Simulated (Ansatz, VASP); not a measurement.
# One calculation of ZrC, two programs

```
CELL_PARAMETERS angstrom
0.00000 2.35440 2.35440
2.35440 0.00000 2.35440
2.35440 2.35440 0.00000
ATOMIC_POSITIONS crystal
Zr 0.50000 0.50000 0.50000
C 0.00000 0.00000 0.00000
```

Alike in both runs: functional PBE; k mesh 16 × 16 × 16; occupations gaussian, width 0.1 eV; no spin polarisation.

Ansatz relaxed the structure, and its values are those at the end. VASP's run is a single point on that final structure, the one shown.

|  | VASP | Ansatz |
| --- | --- | --- |
| version | VASP 6.6.1 | Ansatz 0.2.0 |
| potentials or method | VASP PAW PBE potentials, release 64 (Zr_sv, C), cutoff 520 eV | scalar-relativistic, plane waves, PAW |
| valence electrons in the cell | 16 | 16 |

Ansatz gave:

- gap on the k mesh at the Fermi level (eV): none
- pressure (GPa): 0.0

**Question.** What did VASP give for the same quantities?

**Answer.** gap on the k mesh at the Fermi level (eV): none; pressure (GPa): 0.2.

A gap of «none» marks a metal or a gap that the smearing closes.
